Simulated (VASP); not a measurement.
Set up this calculation in VASP 6.6.1, as the native input.

* Task: single point
* Functional: r2SCAN
* Potentials or basis: VASP PAW PBE potentials, release 64 (Cd_sv_GW, O)
* Cutoff: 770 eV
* k mesh: 8 × 8 × 8
* Occupations: fermi-dirac, width 0.02 eV
* Spin: no spin polarisation
* Dipole correction: no
* Further INCAR settings: ALGO = Normal; EDIFF = 1e-06; NBANDS = 20

CdO:

```
CELL_PARAMETERS angstrom
0.00000 2.35300 2.35300
2.35300 0.00000 2.35300
2.35300 2.35300 0.00000
ATOMIC_POSITIONS crystal
Cd 0.00000 0.00000 0.00000
O 0.50000 0.50000 0.50000
```

One way to write it, as run:

POSCAR

```
CdO
1.0
    0.0000000000      2.3530040406      2.3530040406
    2.3530040406      0.0000000000      2.3530040406
    2.3530040406      2.3530040406      0.0000000000
Cd O
1 1
Direct
    0.0000000000      0.0000000000      0.0000000000
    0.5000000000      0.5000000000      0.5000000000
```

INCAR.step1

```
PREC = Accurate ; ENCUT = 770
ISMEAR = -1 ; SIGMA = 0.02
LREAL = False ; LASPH = True
NELM = 120 ; NBANDS = 20
GGA = PE ; ALGO = Normal
EDIFF = 1E-5 ; LWAVE = True
LCHARG = False ; GGA_COMPAT = False
```

INCAR.step2

```
PREC = Accurate ; ENCUT = 770
EDIFF = 1E-6 ; ISMEAR = -1
SIGMA = 0.02 ; LREAL = False
LASPH = True ; NELM = 120
ALGO = Normal ; ISIF = 2
LWAVE = False ; LCHARG = False
METAGGA = R2SCAN ; LMIXTAU = True
NBANDS = 20 ; ISTART = 1
GGA_COMPAT = False
```

KPOINTS

```
regular mesh
0
Gamma
  8 8 8
```

Potentials or basis: VASP PAW PBE potentials, release 64 (Cd_sv_GW, O).

The run is started by

```sh
$ cat potpaw_PBE.64/Cd_sv_GW/POTCAR potpaw_PBE.64/O/POTCAR > POTCAR
$ cp INCAR.step1 INCAR
$ mpirun -np 1 vasp_std > vasp.out
$ cp INCAR.step2 INCAR
$ mpirun -np 1 vasp_std > vasp.out
```

It gave:

```
Pressure               : -0.4 GPa
Band gap on the k mesh : 0.10 eV (least direct gap 1.46 eV)
```

Caveat: semilocal functionals underestimate gaps, and a narrow one can read as zero; the PAW data sets were made with another functional, which shifts forces and pressure a little.

Run time: 2.1 min on 1 thread of Intel(R) Xeon(R) Platinum 8259CL CPU @ 2.50GHz (Skylake/Cascade Lake), on a shared host, peak memory 0.2 GiB.
